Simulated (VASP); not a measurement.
Set up this calculation in VASP 6.6.1, as the native input.

- Task: single point
- Functional: PBE
- Potentials or basis: VASP PAW PBE potentials, release 64 (Hf_pv, Ge_d)
- Cutoff: 500 eV
- k mesh: 12 × 12 × 8
- Occupations: gaussian, width 0.1 eV
- Spin: no spin polarisation
- Dipole correction: no
- Further INCAR settings: ALGO = Normal; EDIFF = 1e-06; NBANDS = 39

The structure of Hf2Ge3 lies in POSCAR:

```
Hf2Ge3
1.0
    5.2673465107      0.0000000000      0.0000000000
   -2.6336732553      4.5616558888      0.0000000000
    0.0000000000      0.0000000000      5.6723729933
Hf Ge
2 3
Direct
    0.0000000000      0.0000000000      0.7343539724
    0.0000000000      0.0000000000      0.2656460276
    0.5000000000      0.0000000000      0.5000000000
    0.0000000000      0.5000000000      0.5000000000
    0.5000000000      0.5000000000      0.5000000000
```

The cell was generated, and may not be a known phase.

The input as run:

INCAR

```
ALGO     = Normal         # electronic algorithm
EDIFF    = 1E-6           # SCF threshold, eV
ENCUT    = 500            # plane-wave cutoff, eV
GGA      = PE             # functional
GGA_COMPAT= False        
ISIF     = 2              # what is computed and relaxed
ISMEAR   = 0              # smearing method
LASPH    = True           # aspherical terms in the spheres
LCHARG   = False          # write CHGCAR
LREAL    = False          # projectors in reciprocal space
LWAVE    = False          # write WAVECAR
NBANDS   = 39             # bands
NELM     = 120            # most SCF steps
PREC     = Accurate       # precision mode
SIGMA    = 0.1            # smearing width, eV
```

KPOINTS

```
k-points
0
Gamma
  12 12 8
```

Potentials or basis: VASP PAW PBE potentials, release 64 (Hf_pv, Ge_d).

Launch:

```bash
$ cat potpaw_PBE.64/Hf_pv/POTCAR potpaw_PBE.64/Ge_d/POTCAR > POTCAR
$ mpirun -np 1 vasp_std > vasp.out
```

Results of the run:

* Pressure: -0.3 GPa
* Largest force: 0.097 eV/Å
* Band gap on the k mesh: zero (bands 31 and 32 overlap by 1.08 eV)

Caveat: spin-orbit coupling is left out, which moves the levels of the heavy elements.

Run time: 11 min on 1 thread of Oxide Virtual Turin-like Processor (shared host), peak memory 0.48 GiB.
